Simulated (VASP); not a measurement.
# Gd (Fm-3m) in VASP: single point with PBE

Aim: the single point of Gd with PBE.

Program: VASP 6.6.1. These are calculated values, not measurements. Logs are shortened: lines on timing, memory, paths and dates and some standing lists are left out, and cuts for length are marked.

## 1. The cell of the first run

It takes space group Fm-3m (No. 225, cubic). Conventional cell: a = 5.082 Å, b = 5.082 Å, c = 5.082 Å, α = 90.00°, β = 90.00°, γ = 90.00°. Gd (site symmetry m-3m) has 12 Gd at 3.59 Å within 4.7 Å.

This isn't the form of Gd at room conditions, which is hcp.

## 2. Single point, PBE, collinear spin, antiferromagnetic start

INCAR reads:

```
PREC = Accurate ; ENCUT = 520
EDIFF = 1E-6 ; ISMEAR = 0
SIGMA = 0.05 ; LREAL = F
LASPH = T ; NELM = 150
ALGO = Normal ; ISIF = 2
LWAVE = F ; LCHARG = F
ISPIN = 2 ; MAGMOM = 7 -7
LORBIT = 11 ; LMAXMIX = 6
GGA = PE ; NBANDS = 29
```

KPOINTS reads:

```
regular mesh
0
Gamma
  14 14 7
```

POSCAR reads:

```
Gd
1.0
    0.0000000000      2.5408337054      2.5408337054
    2.5408337054      0.0000000000      2.5408337054
    5.0816674108      5.0816674108      0.0000000000
Gd
2
Direct
    0.0000000000      0.0000000000      0.0000000000
    0.0000000000      0.0000000000      0.5000000000
```

Potentials or basis: VASP PAW PBE potentials, release 64 (Gd).

The run is started by

```
cat potpaw_PBE.64/Gd/POTCAR > POTCAR
mpirun -np 1 vasp_std > vasp.out
```

OUTCAR:

```text
PREC = Accurate
   ENCUT = 520
   EDIFF = 1E-6
   ISMEAR = 0
   LREAL = F
   LASPH = T
   NELM = 150
   ISIF = 2
   ISPIN = 2
   LORBIT = 11
   GGA = PE

 ion  position               nearest neighbor table
   1  0.000  0.000  0.000-
   2  0.000  0.000  0.500-

  LATTYP: Found a trigonal (rhomboedric) cell.
 ALAT       =     6.2237460995
 COS(alpha) =     0.8333333333

  Lattice vectors:

 A1 = (   5.0816674108,   2.5408337054,  -2.5408337054)
 A2 = (   2.5408337054,   2.5408337054,  -5.0816674108)
 A3 = (   2.5408337054,   5.0816674108,  -2.5408337054)

Analysis of symmetry for initial positions (statically):
=====================================================================
 Subroutine PRICEL returns following result:

  LATTYP: Found a face centered cubic cell.
 ALAT       =     5.0816674108
[... 12 lines left out ...]
 Subroutine GETGRP returns: Found 12 space group operations
 (whereof 12 operations were pure point group operations)
 out of a pool of 12 trial point group operations.

The static configuration has the point symmetry D_3d.

Analysis of symmetry for dynamics (positions and initial velocities):
=====================================================================
 Subroutine PRICEL returns following result:

  LATTYP: Found a face centered cubic cell.
 ALAT       =     5.0816674108
[... 12 lines left out ...]
 Subroutine GETGRP returns: Found 12 space group operations
 (whereof 12 operations were pure point group operations)
 out of a pool of 12 trial point group operations.

The dynamic configuration has the point symmetry D_3d.

Analysis of structural, dynamic, and magnetic symmetry:
=====================================================================
 Subroutine PRICEL returns following result:

  LATTYP: Found a face centered cubic cell.
 ALAT       =     5.0816674108
[... 12 lines left out ...]
 Subroutine GETGRP returns: Found 12 space group operations
 (whereof 12 operations were pure point group operations)
 out of a pool of 12 trial point group operations.

The overall configuration has the point symmetry D_3d.

 Subroutine INISYM returns: Found 12 space group operations
 (whereof 12 operations are pure point group operations),
 and found     2 'primitive' translations

----------------------------------------------------------------------------------------

                                     Primitive cell

  volume of cell :      32.8064

  direct lattice vectors                    reciprocal lattice vectors
     0.000000000  2.540833705  2.540833705    -0.196785803  0.196785803  0.196785803
     2.540833705  0.000000000  2.540833705     0.196785803 -0.196785803  0.196785803
     2.540833705  2.540833705  0.000000000     0.196785803  0.196785803 -0.196785803

  length of vectors
     3.593281486  3.593281486  3.593281486     0.340843008  0.340843008  0.340843008

  position of ions in fractional coordinates (direct lattice)
     0.000000000  0.000000000  0.000000000

  ion indices of the primitive-cell ions
   primitive index   ion index
                 1           1

----------------------------------------------------------------------------------------

 KPOINTS: regular mesh

Automatic generation of k-mesh.
 Grid dimensions read from file:
 generate k-points for:   14   14    7

 Generating k-lattice:

  Cartesian coordinates                     Fractional coordinates (reciprocal lattice)
    -0.014056129  0.014056129  0.014056129     0.071428571  0.000000000  0.000000000
     0.014056129 -0.014056129  0.014056129     0.000000000  0.071428571  0.000000000
     0.014056129  0.014056129 -0.014056129     0.000000000  0.000000000  0.142857143

  Length of vectors
     0.024345929  0.024345929  0.024345929

  Shift w.r.t. Gamma in fractional coordinates (k-lattice)
     0.000000000  0.000000000  0.000000000

 -----------------------------------------------------------------------------
[... 17 lines left out ...]

 Subroutine IBZKPT returns following result:
 ===========================================

 Found    144 irreducible k-points:

 Following reciprocal coordinates:
            Coordinates               Weight
  0.000000  0.000000  0.000000      1.000000
  0.071429  0.000000  0.000000      6.000000
  0.142857  0.000000  0.000000      6.000000
  0.214286  0.000000  0.000000      6.000000
  0.285714  0.000000  0.000000      6.000000
  0.357143  0.000000  0.000000      6.000000
[... 16 lines left out ...]
  0.214286  0.142857  0.000000     12.000000
  0.285714  0.142857  0.000000     12.000000
 [... further k-points ...]
   k-points           NKPTS =    144   k-points in BZ     NKDIM =    144   number of bands    NBANDS=     29
   number of dos      NEDOS =    301   number of ions     NIONS =      2
   total plane-waves  NPLWV =  42336
   dimension x,y,z NGX =    28 NGY =   28 NGZ =   54
   dimension x,y,z NGXF=    56 NGYF=   56 NGZF=  108
   ions per type =               2
   NGX,Y,Z   is equivalent  to a cutoff of  12.95, 12.95, 12.49 a.u.
   NGXF,Y,Z  is equivalent  to a cutoff of  25.91, 25.91, 24.98 a.u.
 SYSTEM =  unknown system
   PREC   = accura    normal or accurate (medium, high low for compatibility)
   ISTART =      0    job   : 0-new  1-cont  2-samecut
   ICHARG =      2    charge: 1-file 2-atom 10-const
   ISPIN  =      2    spin polarized calculation?
   LNONCOLLINEAR =      F non collinear calculations
   LSORBIT =      F    spin-orbit coupling
   LASPH  =      T    aspherical Exc in radial PAW
   ENCUT  =  520.0 eV  38.22 Ry    6.18 a.u.   6.68  6.68 13.36*2*pi/ulx,y,z
   NELM   =    150;   NELMIN=  2; NELMDL= -5     # of ELM steps
   EDIFF  = 0.1E-05   stopping-criterion for ELM
   LREAL  =      F    real-space projection
   EDIFFG = 0.1E-04   stopping-criterion for IOM
   NSW    =      0    number of steps for IOM
   IBRION =     -1    ionic relax: 0-MD 1-quasi-New 2-CG
   NFREE  =      0    steps in history (QN), initial steepest desc. (CG)
   ISIF   =      2    stress and relaxation
   ISYM   =      2    0-nonsym 1-usesym 2-fastsym
   POTIM  = 0.5000    time-step for ionic-motion
   TEBEG  =    0.0;   TEEND  =   0.0 temperature during run
   PSTRESS=    0.0 pullay stress
   NELECT =      36.0000    total number of electrons
   NUPDOWN=      -1.0000    fix difference up-down
   EMIN   =  10.00;   EMAX   =-10.00  energy-range for DOS
   EFERMI =   0.00;   METHOD = LEGACY
   ISMEAR =     0;   SIGMA  =   0.05  broadening in eV -4-tet -1-fermi 0-gaus
   EFERMI_NEDOS =   21; number of points for ismear=-14 and -15
   IALGO  =     38    algorithm
   IMIX   =      4    mixing-type and parameters
     AMIX     =   0.40;   BMIX     =  1.00
     AMIX_MAG =   1.60;   BMIX_MAG =  1.00
  volume/ion in A,a.u.               =      32.81       221.39
  Fermi-wavevector in a.u.,A,eV,Ry     =   1.340230  2.532668 24.439019  1.796217
  Thomas-Fermi vector in A             =   2.468560
   LORBIT       =     11    0 simple, 1 ext, 2 COOP (PROOUT), +10 PAW based schemes
   GGA     = PE    functional components
   LHFCALC =     F    Hartree Fock is set to
   AEXX    =    0.0000 exact exchange contribution
   IVDW    =     0    specifies the selected vdW correction
   LEPSILON=     F    determine dielectric tensor
   LRPA    =     F    only Hartree local field effects (RPA)
 spin polarized calculation
 Gauss-broadening in eV      SIGMA  =   0.05
  energy-cutoff  :      520.00
  volume of cell :       65.61
 maximum number of plane-waves:      1792
   NGX = 13   NGY = 13   NGZ = 27

 number of electron      35.9999997 magnetization      -0.0000000

 number of electron      35.9999997 magnetization       0.0000000

 Free energy of the ion-electron system (eV)
  ---------------------------------------------------
  ext. energy  EPLUGINS =         0.00000000
  ---------------------------------------------------
  free energy    TOTEN  =       -23.38484073 eV

  energy without entropy =      -23.38015416  energy(sigma->0) =      -23.38249745

 E-fermi :   2.9972     XC(G=0): -10.0107

 val. band max:        2.9936913812   @ k =  -0.2143   0.4286   0.1429
 cond. band min:       2.9979425884   @ k =   0.3571   0.3571   0.2857
 fundamental gap:      0.0042512072
 Fermi energy:         2.9971774268

 spin component 1

 k-point     1 :       0.0000    0.0000    0.0000
  band No.  band energies     occupation
      1     -42.1342      1.00000
      2     -38.9305      1.00000
      3     -19.5918      1.00000
      4     -19.2556      1.00000
      5     -19.2556      1.00000
      6     -17.1978      1.00000
[... 757 lines left out ...]
     28       5.0800      0.00000
     29       5.7882      0.00000

 [... further k-points ...]

 spin component 2

 k-point     1 :       0.0000    0.0000    0.0000
  band No.  band energies     occupation
      1     -42.1342      1.00000
      2     -38.9305      1.00000
      3     -19.5918      1.00000
      4     -19.2556      1.00000
      5     -19.2556      1.00000
      6     -17.1978      1.00000
[... 757 lines left out ...]
     28       5.0800      0.00000
     29       5.7879      0.00000

 [... further k-points ...]

------------------------ aborting loop because EDIFF is reached ----------------------------------------

  FORCE on cell =-STRESS in cart. coord.  units (eV):
  Direction    XX          YY          ZZ          XY          YZ          ZX
  --------------------------------------------------------------------------------------
  -------------------------------------------------------------------------------------
  Total       -0.7443727     -0.7443727     -0.7443727      0.1024790     -0.1024790     -0.1024790
  in kB      -18.1765854    -18.1765854    -18.1765854      2.5023990     -2.5023990     -2.5023990
  external PRESSURE =     -18.1765854 kB  Pullay stress =       0.0000000 kB

 VOLUME and BASIS-vectors are now :
 -----------------------------------------------------------------------------
  energy-cutoff  :      520.00
  volume of cell :       65.61
      direct lattice vectors                 reciprocal lattice vectors
     0.000000000  2.540833705  2.540833705    -0.196785803  0.196785803  0.196785803
     2.540833705  0.000000000  2.540833705     0.196785803 -0.196785803  0.196785803
     5.081667411  5.081667411  0.000000000     0.098392901  0.098392901 -0.098392901

 POSITION                                       TOTAL-FORCE (eV/Angst)
 -----------------------------------------------------------------------------------
      0.00000      0.00000      0.00000        -0.000000     -0.000000     -0.000000
      2.54083      2.54083      0.00000         0.000000      0.000000      0.000000
 -----------------------------------------------------------------------------------
    total drift:                                0.000000      0.000000     -0.000000

  FREE ENERGIE OF THE ION-ELECTRON SYSTEM (eV)
  ---------------------------------------------------
  free  energy   TOTEN  =       -23.3848407312 eV

  energy  without entropy=      -23.3801541627  energy(sigma->0) =      -23.38249745

 total charge

# of ion       s       p       d       f       tot
--------------------------------------------------
    1        2.075   5.558   0.587   6.991  15.211
    2        2.075   5.558   0.587   6.991  15.211
--------------------------------------------------
tot          4.150  11.115   1.175  13.982  30.423

 magnetization (x)

# of ion       s       p       d       f       tot
--------------------------------------------------
    1        0.008  -0.073   0.188   6.803   6.926
    2       -0.008   0.073  -0.188  -6.803  -6.926
--------------------------------------------------
tot          0.000   0.000  -0.000   0.000   0.000
```

It took 18 min on 1 thread of Intel Xeon 6975P-C (Granite Rapids), shared host; peak memory 0.55 GiB.

What came out:

| Quantity | Value |
| --- | --- |
| Free energy | -23.3848 eV |
| Pressure | -1.8 GPa |
| Band gap on the k mesh | zero (filled and empty bands overlap) |
| Net moment | 0.00 μB per cell |
| Site moments | Gd +6.93, -6.93 μB |
| Valence electrons inside the program's atomic spheres | Gd 15.21 |

Stress tensor (GPa, compression positive):
```
-1.82  0.25 -0.25
 0.25 -1.82 -0.25
-0.25 -0.25 -1.82
```

Caveat: spin-orbit coupling is left out, which moves the levels of the heavy elements; semilocal functionals describe open f shells poorly, which spoils levels, moments and volumes. The state reached can hang on the start; a lower one may exist.
